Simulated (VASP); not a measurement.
# TiB6 (Pm-3m) in VASP: further runs

The runs below take TiB6 through single point, relaxation of cell and atoms, with PBE.

Everything below comes from runs of VASP 6.6.1. Logs are shortened: lines on timing, memory, paths and dates and some standing lists are left out, and cuts for length are marked.

### Step 1. The cell of the first run

It takes space group Pm-3m (No. 221, cubic). Conventional cell: a = 3.938 Å, b = 3.938 Å, c = 3.938 Å, α = 90.00°, β = 90.00°, γ = 90.00°. Ti (site symmetry m-3m) has 24 B at 2.90 Å within 3.8 Å. B (site symmetry 4mm) has 5 B at 1.59 to 1.66 Å within 2.1 Å.

### Step 2. Single point, PBE

INCAR reads:

```
PREC     = Accurate       # precision mode
ENCUT    = 520            # plane-wave cutoff, eV
EDIFF    = 1E-7           # SCF threshold, eV
ISMEAR   = 0              # smearing method
SIGMA    = 0.1            # smearing width, eV
LREAL    = False          # projectors in reciprocal space
LASPH    = True           # aspherical terms in the spheres
NELM     = 100            # most SCF steps
ALGO     = Normal         # electronic algorithm
ISIF     = 2              # what is computed and relaxed
LWAVE    = False          # write WAVECAR
LCHARG   = False          # write CHGCAR
GGA      = PE             # functional
NBANDS   = 24             # bands
```

KPOINTS reads:

```
Automatic mesh
0
Gamma
  4 4 4
```

POSCAR reads:

```
TiB6
1.0
    3.9381143700      0.0000000000      0.0000000000
    0.0000000000      3.9381143700      0.0000000000
    0.0000000000      0.0000000000      3.9381143700
Ti B
1 6
Direct
    0.0000000000      0.0000000000      0.0000000000
    0.7985550200      0.5000000000      0.5000000000
    0.2014449800      0.5000000000      0.5000000000
    0.5000000000      0.5000000000      0.7985550200
    0.5000000000      0.5000000000      0.2014449800
    0.5000000000      0.2014449800      0.5000000000
    0.5000000000      0.7985550200      0.5000000000
```

Potentials or basis: VASP PAW PBE potentials, release 64 (Ti_sv, B).

Started as:

```
$ cat potpaw_PBE.64/Ti_sv/POTCAR potpaw_PBE.64/B/POTCAR > POTCAR
$ mpirun -np 1 vasp_std > vasp.out
```

OUTCAR:

```text
PREC = Accurate
   ENCUT = 520
   EDIFF = 1E-7
   ISMEAR = 0
   LREAL = False
   LASPH = True
   NELM = 100
   ISIF = 2
   GGA = PE

 ion  position               nearest neighbor table
   1  0.000  0.000  0.000-
   2  0.799  0.500  0.500-   3 1.59   4 1.66   5 1.66   6 1.66   7 1.66
   3  0.201  0.500  0.500-   2 1.59   4 1.66   5 1.66   6 1.66   7 1.66
   4  0.500  0.500  0.799-   5 1.59   3 1.66   2 1.66   6 1.66   7 1.66
   5  0.500  0.500  0.201-   4 1.59   3 1.66   2 1.66   6 1.66   7 1.66
   6  0.500  0.201  0.500-   7 1.59   3 1.66   4 1.66   5 1.66   2 1.66
   7  0.500  0.799  0.500-   6 1.59   3 1.66   4 1.66   5 1.66   2 1.66

  LATTYP: Found a simple cubic cell.
 ALAT       =     3.9381143700

  Lattice vectors:

 A1 = (   3.9381143700,   0.0000000000,   0.0000000000)
 A2 = (   0.0000000000,   3.9381143700,   0.0000000000)
 A3 = (   0.0000000000,   0.0000000000,   3.9381143700)

Analysis of symmetry for initial positions (statically):
=====================================================================
 Subroutine PRICEL returns:
 Original cell was already a primitive cell.

 Routine SETGRP: Setting up the symmetry group for a
 simple cubic supercell.

 Subroutine GETGRP returns: Found 48 space group operations
 (whereof 48 operations were pure point group operations)
 out of a pool of 48 trial point group operations.

The static configuration has the point symmetry O_h .

Analysis of symmetry for dynamics (positions and initial velocities):
=====================================================================
 Subroutine PRICEL returns:
 Original cell was already a primitive cell.

 Routine SETGRP: Setting up the symmetry group for a
 simple cubic supercell.

 Subroutine GETGRP returns: Found 48 space group operations
 (whereof 48 operations were pure point group operations)
 out of a pool of 48 trial point group operations.

The dynamic configuration has the point symmetry O_h .

 Subroutine INISYM returns: Found 48 space group operations
 (whereof 48 operations are pure point group operations),
 and found     1 'primitive' translations

----------------------------------------------------------------------------------------

                                     Primitive cell

[... 85 lines left out ...]
   EDIFF  = 0.1E-06   stopping-criterion for ELM
   LREAL  =      F    real-space projection
   EDIFFG = 0.1E-05   stopping-criterion for IOM
   NSW    =      0    number of steps for IOM
   IBRION =     -1    ionic relax: 0-MD 1-quasi-New 2-CG
   NFREE  =      0    steps in history (QN), initial steepest desc. (CG)
   ISIF   =      2    stress and relaxation
   ISYM   =      2    0-nonsym 1-usesym 2-fastsym
   POTIM  = 0.5000    time-step for ionic-motion
   TEBEG  =    0.0;   TEEND  =   0.0 temperature during run
   PSTRESS=    0.0 pullay stress
   NELECT =      30.0000    total number of electrons
   NUPDOWN=      -1.0000    fix difference up-down
   EMIN   =  10.00;   EMAX   =-10.00  energy-range for DOS
   EFERMI =   0.00;   METHOD = LEGACY
   ISMEAR =     0;   SIGMA  =   0.10  broadening in eV -4-tet -1-fermi 0-gaus
   EFERMI_NEDOS =   21; number of points for ismear=-14 and -15
   IALGO  =     38    algorithm
   IMIX   =      4    mixing-type and parameters
     AMIX     =   0.40;   BMIX     =  1.00
     AMIX_MAG =   1.60;   BMIX_MAG =  1.00
  volume/ion in A,a.u.               =       8.73        58.88
  Fermi-wavevector in a.u.,A,eV,Ry     =   1.291696  2.440951 22.701023  1.668478
  Thomas-Fermi vector in A             =   2.423450
   LORBIT       =      0    0 simple, 1 ext, 2 COOP (PROOUT), +10 PAW based schemes
   GGA     = PE    functional components
   LHFCALC =     F    Hartree Fock is set to
   AEXX    =    0.0000 exact exchange contribution
   IVDW    =     0    specifies the selected vdW correction
   LEPSILON=     F    determine dielectric tensor
   LRPA    =     F    only Hartree local field effects (RPA)
 non-spin polarized calculation
 Gauss-broadening in eV      SIGMA  =   0.10
  energy-cutoff  :      520.00
  volume of cell :       61.08
 maximum number of plane-waves:      1671
 NGX is ok and might be reduce to    30
   NGX = 15   NGY = 15   NGZ = 15

 number of electron      29.9999991 magnetization

 Free energy of the ion-electron system (eV)
  ---------------------------------------------------
  ext. energy  EPLUGINS =         0.00000000
  ---------------------------------------------------
  free energy    TOTEN  =       -46.54322295 eV

  energy without entropy =      -46.52783976  energy(sigma->0) =      -46.53553136

 E-fermi :   7.2353     XC(G=0): -11.3985

 val. band max:        7.2298629138   @ k =   0.0000   0.0000   0.0000
 cond. band min:       7.2949897344   @ k =   0.2500   0.2500   0.2500
 fundamental gap:      0.0651268205
 Fermi energy:         7.2352744442

 k-point     1 :       0.0000    0.0000    0.0000
  band No.  band energies     occupation
      1     -51.1864      2.00000
      2     -27.4224      2.00000
      3     -27.4224      2.00000
      4     -27.4224      2.00000
      5      -9.2560      2.00000
      6      -1.5078      2.00000
[... 259 lines left out ...]
     23      15.2637      0.00000
     24      15.2637      0.00000

------------------------ aborting loop because EDIFF is reached ----------------------------------------

  FORCE on cell =-STRESS in cart. coord.  units (eV):
  Direction    XX          YY          ZZ          XY          YZ          ZX
  --------------------------------------------------------------------------------------
  -------------------------------------------------------------------------------------
  Total        6.8345269      6.8345269      6.8345269     -0.0000000     -0.0000000      0.0000000
  in kB      179.2891733    179.2891733    179.2891733     -0.0000000     -0.0000000      0.0000000
  external PRESSURE =     179.2891733 kB  Pullay stress =       0.0000000 kB

 VOLUME and BASIS-vectors are now :
 -----------------------------------------------------------------------------
  energy-cutoff  :      520.00
  volume of cell :       61.08
      direct lattice vectors                 reciprocal lattice vectors
     3.938114370  0.000000000  0.000000000     0.253928633  0.000000000  0.000000000
     0.000000000  3.938114370  0.000000000     0.000000000  0.253928633  0.000000000
     0.000000000  0.000000000  3.938114370     0.000000000  0.000000000  0.253928633

 POSITION                                       TOTAL-FORCE (eV/Angst)
 -----------------------------------------------------------------------------------
      0.00000      0.00000      0.00000         0.000000     -0.000000      0.000000
      3.14480      1.96906      1.96906         1.716554     -0.000000      0.000000
      0.79331      1.96906      1.96906        -1.716554     -0.000000      0.000000
      1.96906      1.96906      3.14480        -0.000000     -0.000000      1.716554
      1.96906      1.96906      0.79331         0.000000     -0.000000     -1.716554
      1.96906      0.79331      1.96906         0.000000     -1.716554      0.000000
      1.96906      3.14480      1.96906        -0.000000      1.716554      0.000000
 -----------------------------------------------------------------------------------
    total drift:                                0.000000     -0.000000     -0.000000

  FREE ENERGIE OF THE ION-ELECTRON SYSTEM (eV)
  ---------------------------------------------------
  free  energy   TOTEN  =       -46.5432229496 eV

  energy  without entropy=      -46.5278397631  energy(sigma->0) =      -46.53553136
```

OSZICAR:

```text
N       E                     dE             d eps       ncg     rms          rms(c)
DAV:   1     0.223463486876E+03    0.22346E+03   -0.13539E+04   480   0.126E+03
DAV:   2    -0.475360235647E+02   -0.27100E+03   -0.25291E+03   584   0.351E+02
DAV:   3    -0.640968358300E+02   -0.16561E+02   -0.16274E+02   728   0.865E+01
DAV:   4    -0.645009455872E+02   -0.40411E+00   -0.40259E+00   656   0.122E+01
DAV:   5    -0.645117722387E+02   -0.10827E-01   -0.10823E-01   704   0.182E+00    0.179E+01
DAV:   6    -0.478909943798E+02    0.16621E+02   -0.31045E+01   624   0.431E+01    0.114E+01
DAV:   7    -0.473238407533E+02    0.56715E+00   -0.15850E+01   544   0.354E+01    0.575E+00
DAV:   8    -0.465573033208E+02    0.76654E+00   -0.16049E+00   584   0.107E+01    0.204E+00
DAV:   9    -0.465547175946E+02    0.25857E-02   -0.28026E-01   560   0.529E+00    0.929E-01
DAV:  10    -0.465446268681E+02    0.10091E-01   -0.16025E-02   624   0.113E+00    0.349E-01
DAV:  11    -0.465433545884E+02    0.12723E-02   -0.70027E-03   584   0.735E-01    0.119E-01
DAV:  12    -0.465432222099E+02    0.13238E-03   -0.93822E-04   544   0.303E-01    0.410E-02
DAV:  13    -0.465432303314E+02   -0.81215E-05   -0.63416E-05   592   0.710E-02    0.149E-02
DAV:  14    -0.465432226216E+02    0.77098E-05   -0.11072E-05   600   0.292E-02    0.297E-03
DAV:  15    -0.465432229131E+02   -0.29145E-06   -0.78595E-07   568   0.790E-03    0.277E-03
DAV:  16    -0.465432229496E+02   -0.36528E-07   -0.28463E-07   552   0.537E-03
   1 F= -.46543223E+02 E0= -.46535531E+02  d E =-.153832E-01
```

Wall time 13 s (1 thread of Intel Xeon Platinum 8559C (Emerald Rapids), shared host); peak memory 0.17 GiB.

What came out:

```
Free energy            : -46.5432 eV
Pressure               : 17.9 GPa
Largest force          : 1.717 eV/Å
Band gap on the k mesh : zero (band 15 reaches 7.57 eV, above the bottom of band 16 at 7.01 eV)
```

Forces in eV/Å, atoms in the order of the input:
```
Ti   0.000  0.000  0.000
B    1.717  0.000  0.000
B   -1.717  0.000  0.000
B    0.000  0.000  1.717
B    0.000  0.000 -1.717
B    0.000 -1.717  0.000
B    0.000  1.717  0.000
```

Levels at points of the mesh, in eV from the Fermi level:
| k point | band 11 | band 12 | band 13 | band 14 | band 15 | band 16 | band 17 | band 18 | band 19 | band 20 |
| --- | --- | --- | --- | --- | --- | --- | --- | --- | --- | --- |
| (0.00, 0.00, 0.00) | -6.34 | -1.71 | -1.71 | -1.71 | -0.01 | -0.01 | 1.13 | 1.13 | 1.13 | 2.27 |
| (0.50, 0.00, 0.00) | -3.69 | -3.69 | -2.81 | -2.24 | -0.78 | -0.09 | 0.18 | 0.18 | 0.44 | 2.63 |
| (0.50, 0.50, 0.00) | -4.17 | -4.17 | -2.40 | -2.40 | 0.12 | 0.24 | 0.71 | 1.35 | 1.35 | 2.18 |
| (0.50, 0.50, 0.50) | -6.10 | -2.02 | -2.02 | -2.02 | 0.34 | 0.34 | 0.77 | 0.77 | 0.77 | 1.87 |

Caveat: the k points lie up to 0.40 Å⁻¹ apart; forces of over 1 eV/Å act on the atoms, so gaps and moduli don't describe the material at rest.

(Part 1 of 2 ends here.)
